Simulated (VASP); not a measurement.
# C (C2/m) in VASP: settings compared

C is run at these levels: r2SCAN-based global hybrid, BLYP+D4, BLYP+D3(BJ), PBE; tasks: single point.

Everything below comes from runs of VASP 6.6.1. Logs are shortened: lines on timing, memory, paths and dates and some standing lists are left out, and cuts for length are marked.

## (1) The cell of the first run

The structure is monoclinic, space group C2/m (No. 12). The conventional cell has a = 4.255 Å, b = 2.457 Å, c = 3.765 Å, α = 90.00°, β = 111.49°, γ = 90.00°. Within 1.9 Å of C (site symmetry m) lie 3 C at 1.42 Å.

## (2) Single point, r2SCAN-based global hybrid

POSCAR

```
C
1.0
    2.1273203072     -1.2282824400      0.0000000000
    2.1273203072      1.2282824400      0.0000000000
   -1.3790696309      0.0000000000      3.5028300786
C
2
Direct
    0.1666444700      0.1666444700      0.9999069600
    0.8333555300      0.8333555300      0.0000930400
```

INCAR.step1

```
PREC = Accurate
ENCUT = 520
EDIFF = 1E-5
ISMEAR = -1
SIGMA = 0.05
LREAL = F
LASPH = T
NELM = 60
ALGO = Normal
ISIF = 2
LWAVE = T
LCHARG = F
GGA = PE
NBANDS = 11
```

INCAR.step2

```
PREC = Accurate
ENCUT = 520
EDIFF = 1E-7
ISMEAR = -1
SIGMA = 0.05
LREAL = F
LASPH = T
NELM = 60
ALGO = Normal
ISIF = 2
LWAVE = F
LCHARG = F
METAGGA = R2SCAN
LHFCALC = T
AEXX = 0.5
LMIXTAU = T
PRECFOCK = Normal
ISTART = 1
NBANDS = 11
```

KPOINTS

```
Automatic mesh
0
Gamma
  7 7 4
```

Potentials or basis: VASP PAW PBE potentials, release 64 (C).

On the command line:

```sh
$ cat potpaw_PBE.64/C/POTCAR > POTCAR
$ cp INCAR.step1 INCAR
$ mpirun -np 1 vasp_std > vasp.out
$ cp INCAR.step2 INCAR
$ mpirun -np 1 vasp_std > vasp.out
```

OUTCAR:

```text
PREC = Accurate
   ENCUT = 520
   EDIFF = 1E-7
   ISMEAR = -1
   LREAL = F
   LASPH = T
   NELM = 60
   ISIF = 2
   METAGGA = R2SCAN
   LHFCALC = T
   AEXX = 0.5
   PRECFOCK = Normal
   ISTART = 1

 ion  position               nearest neighbor table
   1  0.167  0.167  1.000-   2 1.42   2 1.42   2 1.42
   2  0.833  0.833  0.000-   1 1.42   1 1.42   1 1.42

  LATTYP: Found a base centered monoclinic cell.
 ALAT       =     4.2546406144
 B/A-ratio  =     0.5773848141
 C/A-ratio  =     0.8848045598
 COS(beta)  =    -0.3663329314

  Lattice vectors:

 A1 = (   2.1273203072,  -1.2282824400,   0.0000000000)
 A2 = (   2.1273203072,   1.2282824400,   0.0000000000)
 A3 = (  -1.3790696309,   0.0000000000,   3.5028300786)

Analysis of symmetry for initial positions (statically):
=====================================================================
 Subroutine PRICEL returns:
 Original cell was already a primitive cell.

 Routine SETGRP: Setting up the symmetry group for a
 base centered monoclinic supercell.

 Subroutine GETGRP returns: Found  4 space group operations
 (whereof  4 operations were pure point group operations)
 out of a pool of  4 trial point group operations.

The static configuration has the point symmetry C_2h.

Analysis of symmetry for dynamics (positions and initial velocities):
=====================================================================
 Subroutine PRICEL returns:
 Original cell was already a primitive cell.

 Routine SETGRP: Setting up the symmetry group for a
 base centered monoclinic supercell.

 Subroutine GETGRP returns: Found  4 space group operations
 (whereof  4 operations were pure point group operations)
 out of a pool of  4 trial point group operations.

The dynamic configuration has the point symmetry C_2h.

 Subroutine INISYM returns: Found  4 space group operations
 (whereof  4 operations are pure point group operations),
 and found     1 'primitive' translations

----------------------------------------------------------------------------------------

                                     Primitive cell

  volume of cell :      18.3054

  direct lattice vectors                    reciprocal lattice vectors
     2.127320307 -1.228282440  0.000000000     0.235037478 -0.407072497  0.092534619
     2.127320307  1.228282440  0.000000000     0.235037478  0.407072497  0.092534619
    -1.379069631  0.000000000  3.502830079     0.000000000  0.000000000  0.285483446

  length of vectors
[... 94 lines left out ...]
   NUPDOWN=      -1.0000    fix difference up-down
   EMIN   =  10.00;   EMAX   =-10.00  energy-range for DOS
   EFERMI =   0.00;   METHOD = LEGACY
   ISMEAR =    -1;   SIGMA  =   0.05  broadening in eV -4-tet -1-fermi 0-gaus
   EFERMI_NEDOS =   21; number of points for ismear=-14 and -15
   IALGO  =     38    algorithm
   IMIX   =      1    mixing-type and parameters
     AMIX     =   0.40;   BMIX     =  1.00
     AMIX_MAG =   1.60;   BMIX_MAG =  1.00
  volume/ion in A,a.u.               =       9.15        61.77
  Fermi-wavevector in a.u.,A,eV,Ry     =   1.242352  2.347705 20.999765  1.543439
  Thomas-Fermi vector in A             =   2.376710
   LORBIT       =      0    0 simple, 1 ext, 2 COOP (PROOUT), +10 PAW based schemes
   METAGGA = R2SCAN    functional components
   LHFCALC =     T    Hartree Fock is set to
   PRECFOCK=normal    Normal, Fast or Accurate (Low or Medium for compatibility)
   ENCUT4O =  -1.0   cutoff for four orbital integrals eV
   NKREDX  =     1    reduce k-point grid by
   NKREDY  =     1    reduce k-point grid by
   NKREDZ  =     1    reduce k-point grid by
   AEXX    =    0.5000 exact exchange contribution
   HFSCREEN=    0.0000 screening length (either q_TF or 0.3 A-1)
   HFSCREENC=   0.0000 screening length for correlation (either q_TF or 0.3 A-1)
   ENCUTFOCK=  -1.0 apply spherical cutoff to Coloumb kernel
   IVDW    =     0    specifies the selected vdW correction
   LEPSILON=     F    determine dielectric tensor
   LRPA    =     F    only Hartree local field effects (RPA)
 non-spin polarized calculation
  energy-cutoff  :      520.00
  volume of cell :       18.31
 maximum number of plane-waves:       504
 NGX is ok and might be reduce to    18
  NGX = 14; NGY = 14; NGZ = 24

 number of electron       8.0000000 magnetization

 Free energy of the ion-electron system (eV)
  ---------------------------------------------------
  ext. energy  EPLUGINS =         0.00000000
  ---------------------------------------------------
  free energy    TOTEN  =       -26.74461813 eV

  energy without entropy =      -26.74461813  energy(sigma->0) =      -26.74461813

 E-fermi :   3.1794     XC(G=0):  -6.0482

 val. band max:        2.0596581069   @ k =  -0.2857   0.2857   0.0000
 cond. band min:       6.7586657937   @ k =  -0.2857   0.4286   0.2500
 fundamental gap:      4.6990076868
 Fermi energy:         3.1793500190

 k-point     1 :       0.0000    0.0000    0.0000
  band No.  band energies     occupation
      1     -21.6747      2.00000
      2      -5.8568      2.00000
      3      -1.5173      2.00000
      4      -1.5134      2.00000
      5       9.5000      0.00000
      6      15.3644      0.00000
      7      15.3677      0.00000
      8      20.0646      0.00000
      9      20.5456      0.00000
     10      30.2721      0.00000
     11      31.9169      0.00000
[... 309 lines left out ...]
 k-point    24 :       0.1429    0.1429    0.2500
  band No.  band energies     occupation
      1     -20.9116      2.00000
      2      -6.6637      2.00000
      3      -3.6233      2.00000
      4      -2.5795      2.00000
      5      14.4973      0.00000
      6      15.3222      0.00000
      7      17.5807      0.00000
      8      18.1575      0.00000
      9      21.4806      0.00000
     10      25.9826      0.00000
     11      31.0380      0.00000

 [... further k-points ...]
[... 5 lines left out ...]
  --------------------------------------------------------------------------------------
  -------------------------------------------------------------------------------------
  Total       -1.3810980     -1.3927882      0.0402255      0.0000000      0.0000000     -0.0078021
  in kB     -120.8801189   -121.9033020      3.5207242      0.0000000      0.0000000     -0.6828797
  external PRESSURE =     -79.7542322 kB  Pullay stress =       0.0000000 kB

 VOLUME and BASIS-vectors are now :
 -----------------------------------------------------------------------------
  energy-cutoff  :      520.00
  volume of cell :       18.31
      direct lattice vectors                 reciprocal lattice vectors
     2.127320307 -1.228282440  0.000000000     0.235037478 -0.407072497  0.092534619
     2.127320307  1.228282440  0.000000000     0.235037478  0.407072497  0.092534619
    -1.379069631  0.000000000  3.502830079     0.000000000  0.000000000  0.285483446

 POSITION                                       TOTAL-FORCE (eV/Angst)
 -----------------------------------------------------------------------------------
     -0.66993      0.00000      3.50250        -0.002694      0.000000      0.016821
      3.54550      0.00000      0.00033         0.002694      0.000000     -0.016821
 -----------------------------------------------------------------------------------
    total drift:                               -0.000000      0.000000      0.000000

  FREE ENERGIE OF THE ION-ELECTRON SYSTEM (eV)
  ---------------------------------------------------
  free  energy   TOTEN  =       -26.7446181313 eV

  energy  without entropy=      -26.7446181313  energy(sigma->0) =      -26.74461813
```

OSZICAR.step1:

```text
N       E                     dE             d eps       ncg     rms          rms(c)
DAV:   1     0.124924315110E+01    0.12492E+01   -0.40103E+03  1336   0.643E+02
DAV:   2    -0.192183635495E+02   -0.20468E+02   -0.19698E+02  1759   0.120E+02
DAV:   3    -0.196822005784E+02   -0.46384E+00   -0.46289E+00  1674   0.146E+01
DAV:   4    -0.196839288196E+02   -0.17282E-02   -0.17281E-02  1521   0.112E+00
DAV:   5    -0.196839363125E+02   -0.74929E-05   -0.74928E-05  1682   0.670E-02    0.640E+00
DAV:   6    -0.187426134336E+02    0.94132E+00   -0.78798E-01  1530   0.516E+00    0.373E+00
DAV:   7    -0.184407924346E+02    0.30182E+00   -0.91070E-01  1578   0.558E+00    0.106E+00
DAV:   8    -0.184449564792E+02   -0.41640E-02   -0.21766E-02  1454   0.938E-01    0.133E-01
DAV:   9    -0.184446741568E+02    0.28232E-03   -0.67299E-04  1619   0.163E-01    0.610E-02
DAV:  10    -0.184447604831E+02   -0.86326E-04   -0.18393E-04  1494   0.929E-02    0.297E-02
DAV:  11    -0.184447606791E+02   -0.19599E-06   -0.82221E-06  1586   0.167E-02
   1 F= -.18444761E+02 E0= -.18444761E+02  d E =-.427313E-10
```

It took 8.5 min on 1 thread of Intel Xeon Platinum 8488C (Sapphire Rapids), shared host; peak memory 0.14 GiB.

What came out:

```yaml
Free_energy: -26.7446 eV
Pressure: -8.0 GPa
Largest_force: 0.017 eV/Å
Band_gap_on_the_k_mesh: 4.70 eV, indirect (least direct gap 4.72 eV)
```

Forces on the atoms (eV/Å):
```
C   -0.003  0.000  0.017
C    0.003  0.000 -0.017
```

Caveat: the k points lie up to 0.45 Å⁻¹ apart; the PAW data sets were made with another functional, which shifts forces and pressure a little. A k mesh can miss the band edges.

## (3) Single point, BLYP+D4

This run uses another cell than the first one, of 8.45 Å³/atom, 0.923 times its volume.

INCAR

```
  AGGAC = 1.0
  AGGAX = 1.0
  ALDAC = 0.0
  ALDAX = 1.0
  ALGO = Normal
  EDIFF = 1E-7
  ENCUT = 520
  GGA = B5
  ISIF = 2
  ISMEAR = -1
  IVDW = 13
  LASPH = T
  LCHARG = F
  LREAL = F
  LWAVE = F
  NBANDS = 11
  NELM = 80
  PREC = Accurate
  SIGMA = 0.05
  VDW_A1 = 0.44488865
  VDW_A2 = 4.0933009
  VDW_S6 = 1.0
  VDW_S8 = 2.34076671
```

KPOINTS

```
k-points
0
Gamma
  13 13 8
```

POSCAR

```
C
1.0
    2.1302029618     -1.2298933507     -0.0118320269
    2.1302029618      1.2298933507     -0.0118320269
   -1.4004208873      0.0000000000      3.2320721119
C
2
Direct
    0.1665729032      0.1665729032      0.9997196461
    0.8334270968      0.8334270968      0.0002803539
```

Potentials or basis: VASP PAW PBE potentials, release 64 (C).

On the command line:

```sh
$ cat potpaw_PBE.64/C/POTCAR > POTCAR
$ mpirun -np 1 vasp_std > vasp.out
```

Run time: 28 s. Hardware: 1 thread of Intel Xeon 6975P-C (Granite Rapids), shared host; peak memory 0.16 GiB.

Results (log left out):

```
Free energy                : -17.9414 eV
Pressure                   : 0.4 GPa
Band gap on the k mesh     : 0.54 eV, direct
Dispersion energy per atom : -0.347 eV
```

Stress tensor (GPa, compression positive):
```
 0.60  0.00 -0.01
 0.00  0.60  0.00
-0.01  0.00 -0.06
```

Levels at points of the mesh, in eV from the valence-band top:
| k point | band 1 | band 2 | band 3 | band 4 | band 5 | band 6 | band 7 | band 8 | band 9 |
| --- | --- | --- | --- | --- | --- | --- | --- | --- | --- |
| (0.00, 0.00, 0.00) | -19.50 | -6.14 | -2.98 | -2.98 | 4.84 | 8.64 | 8.64 | 11.45 | 12.99 |
| (0.00, 0.00, 0.50) | -19.10 | -8.52 | -3.00 | -3.00 | 8.57 | 8.57 | 11.74 | 11.78 | 12.71 |

Caveat: the PAW data sets were made with another functional, which shifts forces and pressure a little. A k mesh can miss the band edges.

## (4) Single point, BLYP+D3(BJ)

This run uses another cell than the first one, of 8.67 Å³/atom, 0.947 times its volume.

INCAR

```
AGGAC = 1.0
AGGAX = 1.0
ALDAC = 0.0
ALDAX = 1.0
ALGO = Normal
EDIFF = 1E-7
ENCUT = 520
GGA = B5
ISIF = 2
ISMEAR = -1
IVDW = 12
LASPH = T
LCHARG = F
LREAL = F
LWAVE = F
NBANDS = 11
NELM = 100
PREC = Accurate
SIGMA = 0.05
VDW_A1 = 0.4298
VDW_A2 = 4.2359
VDW_S6 = 1.0
VDW_S8 = 2.6996
```

KPOINTS is that of step 3.

POSCAR

```
C
1.0
    2.1389629352     -1.2349383722     -0.0113699931
    2.1389629352      1.2349383722     -0.0113699931
   -1.4053388995      0.0000000000      3.2884467992
C
2
Direct
    0.1665901749      0.1665901749      0.9997707688
    0.8334098251      0.8334098251      0.0002292312
```

On the command line:

```sh
$ cat potpaw_PBE.64/C/POTCAR > POTCAR
$ mpirun -np 1 vasp_std > vasp.out
```

Run time: 30 s. Hardware: 1 thread of Intel Xeon 6975P-C (Granite Rapids), shared host; peak memory 0.17 GiB.

It converged, with:

| Quantity | Value |
| --- | --- |
| Free energy | -17.8740 eV |
| Pressure | 0.4 GPa |
| Band gap on the k mesh | 0.61 eV, direct |
| Dispersion energy per atom | -0.305 eV |

Stress tensor (GPa, compression positive):
```
 0.58  0.00 -0.01
 0.00  0.58  0.00
-0.01  0.00 -0.09
```

Levels at points of the mesh, in eV from the valence-band top:
| k point | band 1 | band 2 | band 3 | band 4 | band 5 | band 6 | band 7 | band 8 | band 9 |
| --- | --- | --- | --- | --- | --- | --- | --- | --- | --- |
| (0.00, 0.00, 0.00) | -19.34 | -6.12 | -2.94 | -2.94 | 4.74 | 8.59 | 8.59 | 11.36 | 12.73 |
| (0.00, 0.00, 0.50) | -18.98 | -8.32 | -2.97 | -2.97 | 8.53 | 8.53 | 11.38 | 11.61 | 12.49 |

Caveat: the PAW data sets were made with another functional, which shifts forces and pressure a little. BLYP gaps usually lie below the measured ones, often by a third to a half.

## (5) Single point, PBE

INCAR

```
SYSTEM = C
ALGO = Normal ; EDIFF = 1E-6
ENCUT = 520 ; GGA = PE
ISIF = 2 ; ISMEAR = 0
LASPH = .True. ; LCHARG = .True.
LELF = .True. ; LREAL = .False.
LVHAR = .True. ; LWAVE = .False.
NBANDS = 11 ; NELM = 60
PREC = Accurate ; SIGMA = 0.014
```

KPOINTS

```
k-points
0
Gamma
  13 13 8
  0 0 0
```

POSCAR

```
C
1.0
    2.1273203072     -1.2282824400      0.0000000000
    2.1273203072      1.2282824400      0.0000000000
   -1.3790696309      0.0000000000      3.5028300786
C
2
Direct
    0.1666444700      0.1666444700      0.9999069600
    0.8333555300      0.8333555300      0.0000930400
```

On the command line:

```sh
$ cat potpaw_PBE.64/C/POTCAR > POTCAR
$ mpirun -np 1 vasp_std > vasp.out
```

Wall time 23 s (1 thread of Intel Xeon 6975P-C (Granite Rapids), shared host); peak memory 0.16 GiB.

The run converged. Its results:

```
Free energy            : -18.4346 eV
Pressure               : 4.2 GPa
Largest force          : 0.004 eV/Å
Band gap on the k mesh : 0.93 eV, indirect (least direct gap 0.94 eV)
```

Forces on the atoms (eV/Å):
```
C   -0.002  0.000  0.004
C    0.002  0.000 -0.004
```

Stress tensor (GPa, compression positive):
```
 5.33  0.00 -0.03
 0.00  5.26  0.00
-0.03  0.00  2.10
```

Levels at points of the mesh, in eV from the valence-band top:
| k point | band 1 | band 2 | band 3 | band 4 | band 5 | band 6 | band 7 | band 8 |
| --- | --- | --- | --- | --- | --- | --- | --- | --- |
| (0.00, 0.00, 0.00) | -19.31 | -6.46 | -2.62 | -2.62 | 4.30 | 8.81 | 8.81 | 11.90 |
| (0.00, 0.00, 0.50) | -19.10 | -8.03 | -2.63 | -2.63 | 8.77 | 8.78 | 9.93 | 12.05 |

Caveat: this functional lacks dispersion, which binds the layers, so the pressure and a relaxed spacing across them are unreliable.

## (6) Single point, PBE

INCAR

```
SYSTEM = C
  PREC = Accurate
  ENCUT = 520
  EDIFF = 1E-7
  ISMEAR = 0
  SIGMA = 0.015
  LREAL = .False.
  LASPH = .True.
  NELM = 80
  ALGO = Normal
  ISIF = 2
  LWAVE = .False.
  LCHARG = .False.
  GGA = PE
  NBANDS = 11
```

KPOINTS

```
Automatic mesh
0
Gamma
  13 13 8
  0 0 0
```

POSCAR is that of step 5.

Potentials or basis: VASP PAW PBE potentials, release 64 (C).

On the command line:

```sh
$ cat potpaw_PBE.64/C/POTCAR > POTCAR
$ mpirun -np 1 vasp_std > vasp.out
```

Wall time 26 s (1 thread of Intel Xeon 6975P-C (Granite Rapids), shared host); peak memory 0.16 GiB.

The run converged. Its results:

* Free energy: -18.4346 eV
* Pressure: 4.2 GPa
* Largest force: 0.005 eV/Å
* Band gap on the k mesh: 0.93 eV, indirect (least direct gap 0.94 eV)

Forces in eV/Å, atoms in the order of the input:
```
C   -0.002  0.000  0.004
C    0.002  0.000 -0.004
```

Stress tensor (GPa, compression positive):
```
 5.34  0.00 -0.03
 0.00  5.27  0.00
-0.03  0.00  2.13
```

Levels at points of the mesh, in eV from the valence-band top:
```
           k point  band 1  band 2  band 3  band 4  band 5  band 6  band 7  band 8
(0.00, 0.00, 0.00)  -19.31   -6.46   -2.62   -2.62    4.31    8.81    8.81   11.90
(0.00, 0.00, 0.50)  -19.10   -8.02   -2.63   -2.63    8.77    8.78    9.93   12.05
```

Caveat: this functional lacks dispersion, which binds the layers, so the pressure and a relaxed spacing across them are unreliable.

## (7) Summary

```tsv
level	cell	k mesh	smearing	grid for exact exchange (PRECFOCK)	share of exact exchange	gap on the mesh (eV)	pressure (GPa)
r2SCAN-based global hybrid	a = 2.456, b = 2.456, c = 3.765 Å, angles 108.5, 108.5, 60.0°, 2 atoms	7 × 7 × 4	fermi-dirac 0.05 eV	Normal	0.5	4.70	-8.0
BLYP+D4	a = 2.460, b = 2.460, c = 3.522 Å, angles 110.4, 110.4, 60.0°, 2 atoms	13 × 13 × 8	fermi-dirac 0.05 eV	-	-	0.54	0.4
BLYP+D3(BJ)	a = 2.470, b = 2.470, c = 3.576 Å, angles 110.2, 110.2, 60.0°, 2 atoms	13 × 13 × 8	fermi-dirac 0.05 eV	-	-	0.61	0.4
PBE	a = 2.456, b = 2.456, c = 3.765 Å, angles 108.5, 108.5, 60.0°, 2 atoms	13 × 13 × 8	gaussian 0.014 eV	-	-	0.93	4.2
PBE	a = 2.456, b = 2.456, c = 3.765 Å, angles 108.5, 108.5, 60.0°, 2 atoms	13 × 13 × 8	gaussian 0.015 eV	-	-	0.93	4.2
```

Alike in all rows: task single point; potentials or basis VASP PAW PBE potentials, release 64 (C); no spin polarisation; cutoff (eV) 520.

Caveats: some runs use coarse meshes; the PAW data sets were made with another functional, which shifts forces and pressure a little (some runs); this functional lacks dispersion, which binds the layers, so the pressure and a relaxed spacing across them are unreliable (some runs).

Total energies depend on the potentials used, so only differences within one code and one set of settings carry meaning.
